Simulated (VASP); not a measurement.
A run of VASP 6.6.1:

File INCAR:

```
PREC = Accurate
ENCUT = 520
EDIFF = 1E-6
ISMEAR = 0
SIGMA = 0.05
LREAL = False
LASPH = True
NELM = 80
ALGO = Normal
ISIF = 2
LWAVE = False
LCHARG = False
GGA = PE
NBANDS = 11
```

The input KPOINTS:

```
regular mesh
0
Gamma
  10 10 10
```

Contents of POSCAR:

```
AlN
1.0
    0.0000000000      2.1839935596      2.1839935596
    2.1839935596      0.0000000000      2.1839935596
    2.1839935596      2.1839935596      0.0000000000
Al N
1 1
Direct
   -0.1030222818     -0.1030222818     -0.0426732264
    0.7500000000      0.7500000000      0.7500000000
```

Potentials or basis: VASP PAW PBE potentials, release 64 (Al, N).

Command:

```bash
$ cat potpaw_PBE.64/Al/POTCAR potpaw_PBE.64/N/POTCAR > POTCAR
$ mpirun -np 1 vasp_std > vasp.out
```

Hardware: 1 thread of Intel(R) Xeon(R) 6975P-C (Granite Rapids), with other jobs on the host.

**Question.** How long does it take, and how much memory?

**Answer.** Run time: 17 s on 1 thread of Intel(R) Xeon(R) 6975P-C (Granite Rapids) (shared host), peak memory 0.18 GiB. Counts: scf iterations 13, k points 282.
